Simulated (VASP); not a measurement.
# Rh (Fm-3m) in VASP: single point with PBE

Aim: the single point of Rh with PBE.

Program: VASP 6.6.1. These are calculated values, not measurements. Logs are shortened: lines on timing, memory, paths and dates and some standing lists are left out, and cuts for length are marked.

### Step 1. The cell of the first run

The structure is cubic, space group Fm-3m (No. 225). Conventional cell: a = 3.828 Å, b = 3.828 Å, c = 3.828 Å, α = 90.00°, β = 90.00°, γ = 90.00°. Within 3.6 Å of Rh (site symmetry m-3m) lie 12 Rh at 2.71 Å.

### Step 2. Single point, PBE, non-collinear spin, zero start, spin-orbit coupling (14.03 Å³/atom)

The input, INCAR:

```
SYSTEM = Rh
  ALGO = Normal
  EDIFF = 1E-6
  ENCUT = 520
  GGA = PE
  GGA_COMPAT = .False.
  ISIF = 2
  ISMEAR = 0
  LASPH = .True.
  LCHARG = .False.
  LMAXMIX = 4
  LORBIT = 11
  LORBMOM = .True.
  LREAL = .False.
  LSORBIT = .True.
  LWAVE = .False.
  MAGMOM = 0 0 0
  NBANDS = 26
  NELM = 150
  PREC = Accurate
  SIGMA = 0.05
```

The input, KPOINTS:

```
k-points
0
Gamma
  18 18 18
  0 0 0
```

The input, POSCAR:

```
Rh
1.0
    0.0000000000      1.9142182612      1.9142182612
    1.9142182612      0.0000000000      1.9142182612
    1.9142182612      1.9142182612      0.0000000000
Rh
1
Direct
    0.0000000000      0.0000000000      0.0000000000
```

Potentials or basis: VASP PAW PBE potentials, release 64 (Rh_pv).

Started as:

```sh
$ cat potpaw_PBE.64/Rh_pv/POTCAR > POTCAR
$ mpirun -np 1 vasp_ncl > vasp.out
```

OUTCAR:

```text
SYSTEM = Rh
   EDIFF = 1E-6
   ENCUT = 520
   GGA = PE
   ISIF = 2
   ISMEAR = 0
   LASPH = .True.
   LORBIT = 11
   LREAL = .False.
   LSORBIT = .True.
   NELM = 150
   PREC = Accurate

 ion  position               nearest neighbor table
   1  0.000  0.000  0.000-

  LATTYP: Found a face centered cubic cell.
 ALAT       =     3.8284365224

  Lattice vectors:

 A1 = (   0.0000000000,   1.9142182612,   1.9142182612)
 A2 = (   1.9142182612,   0.0000000000,   1.9142182612)
 A3 = (   1.9142182612,   1.9142182612,   0.0000000000)

Analysis of symmetry for initial positions (statically):
=====================================================================
 Subroutine PRICEL returns:
 Original cell was already a primitive cell.

 Routine SETGRP: Setting up the symmetry group for a
 face centered cubic supercell.

 Subroutine GETGRP returns: Found 48 space group operations
 (whereof 48 operations were pure point group operations)
 out of a pool of 48 trial point group operations.

The static configuration has the point symmetry O_h .

Analysis of symmetry for dynamics (positions and initial velocities):
=====================================================================
 Subroutine PRICEL returns:
 Original cell was already a primitive cell.

 Routine SETGRP: Setting up the symmetry group for a
 face centered cubic supercell.

 Subroutine GETGRP returns: Found 48 space group operations
 (whereof 48 operations were pure point group operations)
 out of a pool of 48 trial point group operations.

The dynamic configuration has the point symmetry O_h .

Analysis of structural, dynamic, and magnetic symmetry:
=====================================================================
 Subroutine PRICEL returns:
 Original cell was already a primitive cell.

 Routine SETGRP: Setting up the symmetry group for a
 face centered cubic supercell.

 Subroutine GETGRP returns: Found 48 space group operations
 (whereof 48 operations were pure point group operations)
 out of a pool of 48 trial point group operations.

The overall configuration has the point symmetry O_h .

 Subroutine INISYM returns: Found 48 space group operations
 (whereof 48 operations are pure point group operations),
 and found     1 'primitive' translations

----------------------------------------------------------------------------------------

                                     Primitive cell

  volume of cell :      14.0283

  direct lattice vectors                    reciprocal lattice vectors
     0.000000000  1.914218261  1.914218261    -0.261203234  0.261203234  0.261203234
     1.914218261  0.000000000  1.914218261     0.261203234 -0.261203234  0.261203234
     1.914218261  1.914218261  0.000000000     0.261203234  0.261203234 -0.261203234

  length of vectors
     2.707113426  2.707113426  2.707113426     0.452417272  0.452417272  0.452417272

  position of ions in fractional coordinates (direct lattice)
     0.000000000  0.000000000  0.000000000

  ion indices of the primitive-cell ions
   primitive index   ion index
                 1           1

----------------------------------------------------------------------------------------

 KPOINTS: k-points

Automatic generation of k-mesh.
 Grid dimensions read from file:
 generate k-points for:   18   18   18

 Generating k-lattice:

  Cartesian coordinates                     Fractional coordinates (reciprocal lattice)
    -0.014511291  0.014511291  0.014511291     0.055555556  0.000000000  0.000000000
     0.014511291 -0.014511291  0.014511291     0.000000000  0.055555556  0.000000000
     0.014511291  0.014511291 -0.014511291     0.000000000  0.000000000  0.055555556

  Length of vectors
     0.025134293  0.025134293  0.025134293

  Shift w.r.t. Gamma in fractional coordinates (k-lattice)
     0.000000000  0.000000000  0.000000000

 Subroutine IBZKPT returns following result:
 ===========================================

 Found    195 irreducible k-points:

[... 37 lines left out ...]
   ISTART =      0    job   : 0-new  1-cont  2-samecut
   ICHARG =      2    charge: 1-file 2-atom 10-const
   ISPIN  =      1    spin polarized calculation?
   LNONCOLLINEAR =      T non collinear calculations
   LSORBIT =      T    spin-orbit coupling
   LASPH  =      T    aspherical Exc in radial PAW
   ENCUT  =  520.0 eV  38.22 Ry    6.18 a.u.   5.03  5.03  5.03*2*pi/ulx,y,z
   NELM   =    150;   NELMIN=  2; NELMDL= -5     # of ELM steps
   EDIFF  = 0.1E-05   stopping-criterion for ELM
   LREAL  =      F    real-space projection
[... 7 lines left out ...]
   TEBEG  =    0.0;   TEEND  =   0.0 temperature during run
   PSTRESS=    0.0 pullay stress
   NELECT =      15.0000    total number of electrons
   NUPDOWN=      -1.0000    fix difference up-down
   EMIN   =  10.00;   EMAX   =-10.00  energy-range for DOS
   EFERMI =   0.00;   METHOD = LEGACY
   ISMEAR =     0;   SIGMA  =   0.05  broadening in eV -4-tet -1-fermi 0-gaus
   EFERMI_NEDOS =   21; number of points for ismear=-14 and -15
   IALGO  =     38    algorithm
   IMIX   =      4    mixing-type and parameters
     AMIX     =   0.40;   BMIX     =  1.00
     AMIX_MAG =   1.60;   BMIX_MAG =  1.00
  volume/ion in A,a.u.               =      14.03        94.67
  Fermi-wavevector in a.u.,A,eV,Ry     =   1.674058  3.163511 38.129915  2.802470
  Thomas-Fermi vector in A             =   2.758920
   LORBIT       =     11    0 simple, 1 ext, 2 COOP (PROOUT), +10 PAW based schemes
   GGA     = PE    functional components
   LHFCALC =     F    Hartree Fock is set to
   AEXX    =    0.0000 exact exchange contribution
   IVDW    =     0    specifies the selected vdW correction
   LEPSILON=     F    determine dielectric tensor
   LRPA    =     F    only Hartree local field effects (RPA)
 Gauss-broadening in eV      SIGMA  =   0.05
  energy-cutoff  :      520.00
  volume of cell :       14.03
 maximum number of plane-waves:       776
   NGX =  9   NGY =  9   NGZ =  9

 number of electron      15.0000003 magnetization      -0.0000000      0.0000000     -0.0000000

 number of electron      15.0000004 magnetization       0.0000000      0.0000000      0.0000000

 number of electron      15.0000004 magnetization      -0.0000000     -0.0000000     -0.0000000

 Free energy of the ion-electron system (eV)
  ---------------------------------------------------
  ext. energy  EPLUGINS =         0.00000000
  ---------------------------------------------------
  free energy    TOTEN  =        -7.41501078 eV

  energy without entropy =       -7.41322751  energy(sigma->0) =       -7.41411914

 E-fermi :  11.5522     XC(G=0): -13.9024

 val. band max:       11.5517853557   @ k =   0.4444   0.3889   0.0000
 cond. band min:      11.5541793192   @ k =  -0.4444   0.3333   0.1667
 fundamental gap:      0.0023939636
 Fermi energy:        11.5522438714

 k-point     1 :       0.0000    0.0000    0.0000
  band No.  band energies     occupation
      1     -37.3975      1.00000
      2     -37.3975      1.00000
      3     -33.5478      1.00000
      4     -33.5478      1.00000
      5     -33.5478      1.00000
      6     -33.5478      1.00000
[... 685 lines left out ...]
     25      34.1976      0.00000
     26      34.1976      0.00000

 [... further k-points ...]

------------------------ aborting loop because EDIFF is reached ----------------------------------------

  FORCE on cell =-STRESS in cart. coord.  units (eV):
  Direction    XX          YY          ZZ          XY          YZ          ZX
  --------------------------------------------------------------------------------------
  -------------------------------------------------------------------------------------
  Total        0.0532670      0.0532670      0.0532670      0.0000000      0.0000000     -0.0000000
  in kB        6.0836569      6.0836569      6.0836569      0.0000000      0.0000000     -0.0000000
  external PRESSURE =       6.0836569 kB  Pullay stress =       0.0000000 kB

 VOLUME and BASIS-vectors are now :
 -----------------------------------------------------------------------------
  energy-cutoff  :      520.00
  volume of cell :       14.03
      direct lattice vectors                 reciprocal lattice vectors
     0.000000000  1.914218261  1.914218261    -0.261203234  0.261203234  0.261203234
     1.914218261  0.000000000  1.914218261     0.261203234 -0.261203234  0.261203234
     1.914218261  1.914218261  0.000000000     0.261203234  0.261203234 -0.261203234

 POSITION                                       TOTAL-FORCE (eV/Angst)
 -----------------------------------------------------------------------------------
      0.00000      0.00000      0.00000         0.000000      0.000000      0.000000
 -----------------------------------------------------------------------------------
    total drift:                                0.000000      0.000000      0.000000

  FREE ENERGIE OF THE ION-ELECTRON SYSTEM (eV)
  ---------------------------------------------------
  free  energy   TOTEN  =        -7.4150107787 eV

  energy  without entropy=       -7.4132275102  energy(sigma->0) =       -7.41411914

 orbital moment (x)

 # of ion     p       d       tot
 ----------------------------------------
  1         0.000   0.000   0.000
 ----------------------------------------
            0.000   0.000   0.000

 orbital moment (y)

 # of ion     p       d       tot
 ----------------------------------------
  1         0.000  -0.000  -0.000
 ----------------------------------------
            0.000  -0.000  -0.000

 orbital moment (z)

 # of ion     p       d       tot
 ----------------------------------------
  1         0.000  -0.000  -0.000
 ----------------------------------------
            0.000  -0.000  -0.000

 Spin-Orbit-Coupling matrix elements

 Ion:    1  E_soc:     -0.3108630
 l=   1
     0.0000000    -0.0412975    -0.0412975
    -0.0412975     0.0000000    -0.0412975
    -0.0412975    -0.0412975     0.0000000
 l=   2
     0.0000000    -0.0018441     0.0000000    -0.0018441    -0.0086688
    -0.0018441     0.0000000    -0.0065016    -0.0018441    -0.0021672
     0.0000000    -0.0065016     0.0000000    -0.0065016     0.0000000
    -0.0018441    -0.0018441    -0.0065016     0.0000000    -0.0021672
    -0.0086688    -0.0021672     0.0000000    -0.0021672     0.0000000
 l=   3
     0.0000000     0.0000000     0.0000000     0.0000000     0.0000000     0.0000000     0.0000000
     0.0000000     0.0000000     0.0000000     0.0000000     0.0000000     0.0000000     0.0000000
     0.0000000     0.0000000     0.0000000     0.0000000     0.0000000     0.0000000     0.0000000
     0.0000000     0.0000000     0.0000000     0.0000000     0.0000000     0.0000000     0.0000000
     0.0000000     0.0000000     0.0000000     0.0000000     0.0000000     0.0000000     0.0000000
     0.0000000     0.0000000     0.0000000     0.0000000     0.0000000     0.0000000     0.0000000
     0.0000000     0.0000000     0.0000000     0.0000000     0.0000000     0.0000000     0.0000000

 total charge

# of ion       s       p       d       tot
------------------------------------------
    1        0.405   6.291   7.058  13.754

 magnetization (x)

# of ion       s       p       d       tot
------------------------------------------
    1       -0.000   0.000   0.000  -0.000

 magnetization (y)

# of ion       s       p       d       tot
------------------------------------------
    1        0.000   0.000  -0.000   0.000

 magnetization (z)

# of ion       s       p       d       tot
------------------------------------------
    1        0.000   0.000   0.000   0.000
```

Run time: 48 s. Hardware: 1 thread of Intel Xeon 6975P-C (Granite Rapids), shared host; peak memory 0.23 GiB.

Results:

- Free energy: -7.4150 eV
- Pressure: 0.6 GPa
- Net moment: 0.00 μB per cell
- Valence electrons inside the program's atomic spheres: Rh 13.75

Moments on the atoms (μB; x, y, z):
```
Rh  0.00 0.00 0.00
```
